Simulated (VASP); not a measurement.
# Ta in VASP: notebook

The runs below take Ta through single point, with r2SCAN.

All numbers are computed with VASP 6.6.1; they aren't measurements. Logs are shortened: lines on timing, memory, paths and dates and some standing lists are left out, and cuts for length are marked.

## Step 1: The cell of the first run

The structure is cubic, space group Im-3m (No. 229). The conventional cell has a = 3.177 Å, b = 3.177 Å, c = 3.177 Å, α = 90.00°, β = 90.00°, γ = 90.00°. Ta (site symmetry m-3m) has 14 Ta at 2.75 to 3.18 Å within 3.6 Å.

## Step 2: Single point, r2SCAN

File POSCAR:

```
Ta
1.0
   -1.5883996881      1.5883772609      1.5883649214
    1.5883869897     -1.5883933028      1.5883682943
    1.5883800929      1.5883735130     -1.5883814321
Ta
1
Direct
    0.0000000000      0.0000000000      0.0000000000
```

File INCAR.step1:

```
PREC = Accurate
ENCUT = 520
ISMEAR = -1
SIGMA = 0.05
LREAL = F
LASPH = T
NELM = 100
NBANDS = 12
GGA = PE
ALGO = Normal
EDIFF = 1E-4
LWAVE = T
LCHARG = F
```

File INCAR.step2:

```
PREC = Accurate
ENCUT = 520
EDIFF = 1E-6
ISMEAR = -1
SIGMA = 0.05
LREAL = F
LASPH = T
NELM = 100
ALGO = Normal
ISIF = 2
LWAVE = F
LCHARG = T
METAGGA = R2SCAN
LMIXTAU = T
LELF = T
LVHAR = T
NBANDS = 12
ISTART = 1
```

File KPOINTS:

```
Automatic mesh
0
Gamma
  11 11 11
```

Potentials or basis: VASP PAW PBE potentials, release 64 (Ta_pv).

Started as:

```
$ cat potpaw_PBE.64/Ta_pv/POTCAR > POTCAR
$ cp INCAR.step1 INCAR
$ mpirun -np 1 vasp_std > vasp.out
$ cp INCAR.step2 INCAR
$ mpirun -np 1 vasp_std > vasp.out
```

OUTCAR:

```text
PREC = Accurate
   ENCUT = 520
   EDIFF = 1E-6
   ISMEAR = -1
   LREAL = F
   LASPH = T
   NELM = 100
   ISIF = 2
   METAGGA = R2SCAN
   ISTART = 1

 ion  position               nearest neighbor table
   1  0.000  0.000  0.000-

  LATTYP: Found a body centered cubic cell.
 ALAT       =     3.1767566920

  Lattice vectors:

 A1 = (   1.5883800929,   1.5883735130,  -1.5883814321)
 A2 = (  -1.5883996881,   1.5883772609,   1.5883649214)
 A3 = (   1.5883869897,  -1.5883933028,   1.5883682943)

Analysis of symmetry for initial positions (statically):
=====================================================================
 Subroutine PRICEL returns:
 Original cell was already a primitive cell.

 Routine SETGRP: Setting up the symmetry group for a
 body centered cubic supercell.

 Subroutine GETGRP returns: Found 48 space group operations
 (whereof 48 operations were pure point group operations)
 out of a pool of 48 trial point group operations.

The static configuration has the point symmetry O_h .

Analysis of symmetry for dynamics (positions and initial velocities):
=====================================================================
 Subroutine PRICEL returns:
 Original cell was already a primitive cell.

 Routine SETGRP: Setting up the symmetry group for a
 body centered cubic supercell.

 Subroutine GETGRP returns: Found 48 space group operations
 (whereof 48 operations were pure point group operations)
 out of a pool of 48 trial point group operations.

The dynamic configuration has the point symmetry O_h .

 Subroutine INISYM returns: Found 48 space group operations
 (whereof 48 operations are pure point group operations),
 and found     1 'primitive' translations

----------------------------------------------------------------------------------------

                                     Primitive cell

  volume of cell :      16.0295

  direct lattice vectors                    reciprocal lattice vectors
    -1.588399688  1.588377261  1.588364921     0.000003263  0.314788685  0.314790378
     1.588386990 -1.588393303  1.588368294     0.314786734  0.000003578  0.314790047
     1.588380093  1.588373513 -1.588381432     0.314787393  0.314788990  0.000002848

  length of vectors
     2.751155942  2.751159819  2.751151997     0.445179625  0.445178011  0.445177730

  position of ions in fractional coordinates (direct lattice)
     0.000000000  0.000000000  0.000000000

  ion indices of the primitive-cell ions
   primitive index   ion index
                 1           1

----------------------------------------------------------------------------------------

 KPOINTS: Automatic mesh

Automatic generation of k-mesh.
 Grid dimensions read from file:
 generate k-points for:   11   11   11

 Generating k-lattice:

  Cartesian coordinates                     Fractional coordinates (reciprocal lattice)
     0.000000297  0.028617153  0.028617307     0.090909091 -0.000000000  0.000000000
     0.028616976  0.000000325  0.028617277     0.000000000  0.090909091 -0.000000000
     0.028617036  0.028617181  0.000000259     0.000000000 -0.000000000  0.090909091

  Length of vectors
     0.040470875  0.040470728  0.040470703

  Shift w.r.t. Gamma in fractional coordinates (k-lattice)
     0.000000000  0.000000000  0.000000000

 Subroutine IBZKPT returns following result:
 ===========================================

 Found     56 irreducible k-points:

 Following reciprocal coordinates:
            Coordinates               Weight
  0.000000  0.000000  0.000000      1.000000
  0.090909  0.000000 -0.000000     12.000000
  0.181818  0.000000 -0.000000     12.000000
  0.272727  0.000000 -0.000000     12.000000
  0.363636  0.000000 -0.000000     12.000000
  0.454545  0.000000 -0.000000     12.000000
[... 16 lines left out ...]
  0.272727  0.181818  0.090909     48.000000
  0.363636  0.181818  0.090909     24.000000
 [... further k-points ...]
   k-points           NKPTS =     56   k-points in BZ     NKDIM =     56   number of bands    NBANDS=     12
   number of dos      NEDOS =    301   number of ions     NIONS =      1
   total plane-waves  NPLWV =   8000
   dimension x,y,z NGX =    20 NGY =   20 NGZ =   20
   dimension x,y,z NGXF=    40 NGYF=   40 NGZF=   40
   ions per type =               1
   NGX,Y,Z   is equivalent  to a cutoff of  12.09, 12.09, 12.09 a.u.
   NGXF,Y,Z  is equivalent  to a cutoff of  24.17, 24.17, 24.17 a.u.
 SYSTEM =  unknown system
   PREC   = accura    normal or accurate (medium, high low for compatibility)
   ISTART =      1    job   : 0-new  1-cont  2-samecut
   ICHARG =      0    charge: 1-file 2-atom 10-const
   ISPIN  =      1    spin polarized calculation?
   LNONCOLLINEAR =      F non collinear calculations
   LSORBIT =      F    spin-orbit coupling
   LASPH  =      T    aspherical Exc in radial PAW
   ENCUT  =  520.0 eV  38.22 Ry    6.18 a.u.   5.12  5.12  5.12*2*pi/ulx,y,z
   NELM   =    100;   NELMIN=  2; NELMDL=  0     # of ELM steps
   EDIFF  = 0.1E-05   stopping-criterion for ELM
   LREAL  =      F    real-space projection
   EDIFFG = 0.1E-04   stopping-criterion for IOM
   NSW    =      0    number of steps for IOM
   IBRION =     -1    ionic relax: 0-MD 1-quasi-New 2-CG
   NFREE  =      0    steps in history (QN), initial steepest desc. (CG)
   ISIF   =      2    stress and relaxation
   ISYM   =      2    0-nonsym 1-usesym 2-fastsym
   POTIM  = 0.5000    time-step for ionic-motion
   TEBEG  =    0.0;   TEEND  =   0.0 temperature during run
   PSTRESS=    0.0 pullay stress
   NELECT =      11.0000    total number of electrons
   NUPDOWN=      -1.0000    fix difference up-down
   EMIN   =  10.00;   EMAX   =-10.00  energy-range for DOS
   EFERMI =   0.00;   METHOD = LEGACY
   ISMEAR =    -1;   SIGMA  =   0.05  broadening in eV -4-tet -1-fermi 0-gaus
   EFERMI_NEDOS =   21; number of points for ismear=-14 and -15
   IALGO  =     38    algorithm
   IMIX   =      4    mixing-type and parameters
     AMIX     =   0.40;   BMIX     =  1.00
     AMIX_MAG =   1.60;   BMIX_MAG =  1.00
  volume/ion in A,a.u.               =      16.03       108.17
  Fermi-wavevector in a.u.,A,eV,Ry     =   1.443996  2.728757 28.369838  2.085124
  Thomas-Fermi vector in A             =   2.562341
   LORBIT       =      0    0 simple, 1 ext, 2 COOP (PROOUT), +10 PAW based schemes
   METAGGA = R2SCAN    functional components
   LHFCALC =     F    Hartree Fock is set to
   AEXX    =    0.0000 exact exchange contribution
   IVDW    =     0    specifies the selected vdW correction
   LEPSILON=     F    determine dielectric tensor
   LRPA    =     F    only Hartree local field effects (RPA)
 non-spin polarized calculation
  energy-cutoff  :      520.00
  volume of cell :       16.03
 maximum number of plane-waves:       444
   NGX = 11   NGY = 11   NGZ = 11

 number of electron      10.9999995 magnetization

 Free energy of the ion-electron system (eV)
  ---------------------------------------------------
  ext. energy  EPLUGINS =         0.00000000
  ---------------------------------------------------
  free energy    TOTEN  =       -48.40801968 eV

  energy without entropy =      -48.40291417  energy(sigma->0) =      -48.40546693

 E-fermi :   6.2978     XC(G=0): -14.4658

 val. band max:        6.2315263653   @ k =  -0.4545  -0.4545   0.0909
 cond. band min:       6.3801143205   @ k =  -0.1818   0.2727   0.0909
 fundamental gap:      0.1485879552
 Fermi energy:         6.2977517190

 k-point     1 :       0.0000    0.0000    0.0000
  band No.  band energies     occupation
      1     -27.4303      2.00000
      2     -27.4302      2.00000
      3     -27.4301      2.00000
      4      -2.4460      2.00000
      5       7.1268      0.00000
      6       7.1271      0.00000
      7       7.1273      0.00000
      8      11.0385      0.00000
      9      11.0388      0.00000
     10      18.9540      0.00000
     11      22.6547      0.00000
     12      22.6549      0.00000

 k-point     2 :       0.0909    0.0000   -0.0000
  band No.  band energies     occupation
      1     -27.5889      2.00000
      2     -27.4766      2.00000
      3     -27.4316      2.00000
      4      -2.0039      2.00000
      5       6.8341      0.00004
      6       7.0216      0.00000
      7       7.5621      0.00000
      8      10.5911      0.00000
      9      11.0343      0.00000
     10      18.9540      0.00000
     11      23.0541      0.00000
     12      23.4182      0.00000

 k-point     3 :       0.1818    0.0000   -0.0000
  band No.  band energies     occupation
      1     -27.9980      2.00000
      2     -27.5995      2.00000
      3     -27.4354      2.00000
      4      -0.8365      2.00000
      5       6.1325      1.92926
      6       6.5464      0.01374
      7       8.8287      0.00000
      8      10.1741      0.00000
      9      11.0903      0.00000
     10      18.9540      0.00000
     11      23.6751      0.00000
     12      25.5159      0.00000
[... 286 lines left out ...]
 k-point    23 :       0.2727    0.1818    0.0909
  band No.  band energies     occupation
      1     -28.9056      2.00000
      2     -28.1291      2.00000
      3     -27.7199      2.00000
      4       3.0602      2.00000
      5       4.4361      2.00000
      6       5.7219      1.99998
      7      11.5033      0.00000
      8      12.2106      0.00000
      9      17.1819      0.00000
     10      18.9433      0.00000
     11      19.1263      0.00000
     12      22.2415      0.00000

 k-point    24 :       0.3636    0.1818    0.0909
  band No.  band energies     occupation
      1     -28.9119      2.00000
      2     -28.2461      2.00000
      3     -27.7330      2.00000
      4       3.0145      2.00000
      5       4.3692      2.00000
      6       6.5017      0.03330
      7      11.6401      0.00000
      8      12.3326      0.00000
      9      17.6840      0.00000
     10      18.2514      0.00000
     11      18.9559      0.00000
     12      21.5135      0.00000

 [... further k-points ...]

------------------------ aborting loop because EDIFF is reached ----------------------------------------

  FORCE on cell =-STRESS in cart. coord.  units (eV):
  Direction    XX          YY          ZZ          XY          YZ          ZX
  --------------------------------------------------------------------------------------
  -------------------------------------------------------------------------------------
  Total        3.1057908      3.1057589      3.1057245     -0.0000385     -0.0000318     -0.0000253
  in kB      310.4298750    310.4266877    310.4232562     -0.0038486     -0.0031810     -0.0025247
  external PRESSURE =     310.4266063 kB  Pullay stress =       0.0000000 kB

 VOLUME and BASIS-vectors are now :
 -----------------------------------------------------------------------------
  energy-cutoff  :      520.00
  volume of cell :       16.03
      direct lattice vectors                 reciprocal lattice vectors
    -1.588399688  1.588377261  1.588364921     0.000003263  0.314788685  0.314790378
     1.588386990 -1.588393303  1.588368294     0.314786734  0.000003578  0.314790047
     1.588380093  1.588373513 -1.588381432     0.314787393  0.314788990  0.000002848

 POSITION                                       TOTAL-FORCE (eV/Angst)
 -----------------------------------------------------------------------------------
      0.00000      0.00000      0.00000        -0.000000      0.000000      0.000000
 -----------------------------------------------------------------------------------
    total drift:                                0.000000      0.000000      0.000000

  FREE ENERGIE OF THE ION-ELECTRON SYSTEM (eV)
  ---------------------------------------------------
  free  energy   TOTEN  =       -48.4080196833 eV

  energy  without entropy=      -48.4029141682  energy(sigma->0) =      -48.40546693
```

Wall time 17 s (1 thread of Intel Xeon 6975P-C (Granite Rapids), shared host); peak memory 0.13 GiB.

What came out:

* Free energy: -48.4080 eV
* Pressure: 31.0 GPa
* Band gap on the k mesh: zero (an odd number of electrons rules out a gap without spin polarisation)

Levels at points of the mesh, in eV from the Fermi level:
```
           k point  band 3  band 4  band 5  band 6  band 7  band 8
(0.00, 0.00, 0.00)  -33.73   -8.74    0.83    0.83    0.83    4.74
```

Caveat: the cell stands under pressure; the PAW data sets were made with another functional, which shifts forces and pressure a little; spin-orbit coupling is left out, which moves the levels of the heavy elements.

## Step 3: Single point, r2SCAN

This run uses another cell than the first one, of 16.56 Å³/atom.

File POSCAR:

```
Ta
1.0
   -1.6058119183      1.6057899635      1.6057645157
    1.6057967177     -1.6058049209      1.6057641061
    1.6057921868      1.6057849510     -1.6057797190
Ta
1
Direct
    0.0000000000      0.0000000000      0.0000000000
```

File INCAR.step1:

```
ALGO = Normal
EDIFF = 1E-4
ENCUT = 520
GGA = PE
ISMEAR = -1
LASPH = True
LCHARG = False
LREAL = False
LWAVE = True
NBANDS = 12
NELM = 80
PREC = Accurate
SIGMA = 0.05
```

File INCAR.step2:

```
ALGO = Normal
EDIFF = 1E-6
ENCUT = 520
ISIF = 2
ISMEAR = -1
ISTART = 1
LASPH = True
LCHARG = True
LELF = True
LMIXTAU = True
LREAL = False
LVHAR = True
LWAVE = False
METAGGA = R2SCAN
NBANDS = 12
NELM = 80
PREC = Accurate
SIGMA = 0.05
```

File KPOINTS:

```
k-points
0
Gamma
  11 11 11
```

Potentials or basis: VASP PAW PBE potentials, release 64 (Ta_pv).

Started as:

```
$ cat potpaw_PBE.64/Ta_pv/POTCAR > POTCAR
$ cp INCAR.step1 INCAR
$ mpirun -np 1 vasp_std > vasp.out
$ cp INCAR.step2 INCAR
$ mpirun -np 1 vasp_std > vasp.out
```

It took 72 s on 1 thread of Intel Xeon 6975P-C (Granite Rapids), shared host; peak memory 0.19 GiB.

Results (log left out):

| Quantity | Value |
| --- | --- |
| Free energy | -48.4942 eV |
| Pressure | 20.9 GPa |
| Band gap on the k mesh | zero (an odd number of electrons rules out a gap without spin polarisation) |

Levels at points of the mesh, in eV from the Fermi level:
| k point | band 4 | band 5 | band 6 | band 7 | band 8 | band 9 |
| --- | --- | --- | --- | --- | --- | --- |
| (0.00, 0.00, 0.00) | -8.63 | 0.84 | 0.84 | 0.84 | 4.63 | 4.63 |

Caveat: the cell stands under pressure; the PAW data sets were made with another functional, which shifts forces and pressure a little; spin-orbit coupling is left out, which moves the levels of the heavy elements.

## Step 4: Single point, r2SCAN

This run uses another cell than the first one, of 17.21 Å³/atom.

File POSCAR:

```
Ta
1.0
   -1.6263346283      1.6265167268      1.6263827664
    1.6263195865     -1.6264830877      1.6263297012
    1.6263644338      1.6265102667     -1.6263458640
Ta
1
Direct
    0.0000000000      0.0000000000      0.0000000000
```

INCAR.step1: that of step 3 with these lines changed.

```diff
@@ -10,3 +10,3 @@
 NBANDS = 12
-NELM = 80
+NELM = 60
 PREC = Accurate
```

INCAR.step2: that of step 3 with these lines changed.

```diff
@@ -1,3 +1,3 @@
 ALGO = Normal
-EDIFF = 1E-6
+EDIFF = 1E-7
 ENCUT = 520
@@ -15,3 +15,3 @@
 NBANDS = 12
-NELM = 80
+NELM = 60
 PREC = Accurate
```

KPOINTS is that of step 3.

Started as:

```
$ cat potpaw_PBE.64/Ta_pv/POTCAR > POTCAR
$ cp INCAR.step1 INCAR
$ mpirun -np 1 vasp_std > vasp.out
$ cp INCAR.step2 INCAR
$ mpirun -np 1 vasp_std > vasp.out
```

Run time: 78 s. Hardware: 1 thread of Intel Xeon 6975P-C (Granite Rapids), shared host; peak memory 0.2 GiB.

It converged, with:

* Free energy: -48.5575 eV
* Pressure: 10.8 GPa
* Band gap on the k mesh: zero (an odd number of electrons rules out a gap without spin polarisation)

Levels at points of the mesh, in eV from the Fermi level:
| k point | band 2 | band 3 | band 4 | band 5 | band 6 | band 7 | band 8 | band 9 | band 10 | band 11 |
| --- | --- | --- | --- | --- | --- | --- | --- | --- | --- | --- |
| (0.00, 0.00, 0.00) | -34.01 | -34.01 | -8.49 | 0.85 | 0.85 | 0.86 | 4.50 | 4.51 | 12.35 | 16.01 |

Caveat: the cell stands under pressure; the PAW data sets were made with another functional, which shifts forces and pressure a little; spin-orbit coupling is left out, which moves the levels of the heavy elements.

## Step 5: The runs side by side

```csv
cell,gap on the mesh (eV),pressure (GPa)
"a = 2.751 Å, angles 109.5°, 1 atom",none,31.0
"a = 2.781 Å, angles 109.5°, 1 atom",none,20.9
"a = 2.817 Å, angles 109.5°, 1 atom",none,10.8
```

Alike in all rows: task single point; level r2SCAN; potentials or basis VASP PAW PBE potentials, release 64 (Ta_pv); no spin polarisation; k mesh 11 × 11 × 11; cutoff (eV) 520; smearing fermi-dirac 0.05 eV.

Caveats: the cell stands under pressure; the PAW data sets were made with another functional, which shifts forces and pressure a little; spin-orbit coupling is left out, which moves the levels of the heavy elements.

Absolute energies hang on the potentials; compare differences alone.

The gap in the log of VASP goes by the Fermi energy; the results here count the filled bands.